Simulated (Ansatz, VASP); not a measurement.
## Rb: VASP beside Ansatz

```xyz
1
Lattice="0.0000 3.0939 3.6399 3.0939 0.0000 3.6399 3.0939 3.0939 0.0000" Properties=species:S:1:pos:R:3 pbc="T T T"
Rb    0.0000    0.0000    0.0000
```

Change from the starting cell: strain -0.1500 x Voigt [1, 1, 0, 0, 0, 0], atoms carried along.

Alike in both runs: task single point; functional PBE; dispersion D3(BJ); k mesh 12 × 12 × 12; occupations gaussian, width 0.15 eV; no spin polarisation.

|  | VASP | Ansatz |
| --- | --- | --- |
| version | VASP 6.6.1 | Ansatz 0.2.0 |
| potentials or method | VASP PAW PBE potentials, release 64 (Rb_sv), cutoff 520 eV | scalar-relativistic, plane waves, PAW |
| valence electrons in the cell | 9 | 9 |

|  | VASP | Ansatz | Ansatz less VASP |
| --- | --- | --- | --- |
| gap on the k mesh at the Fermi level (eV) | none | none | - |
| pressure (GPa) | 0.9 | 0.9 | 0.00 |
| traceless stress, the component that is largest in VASP (GPa) | -0.23 | -0.23 | +0.001 |

A gap of «none» marks a metal or a gap that the smearing closes.
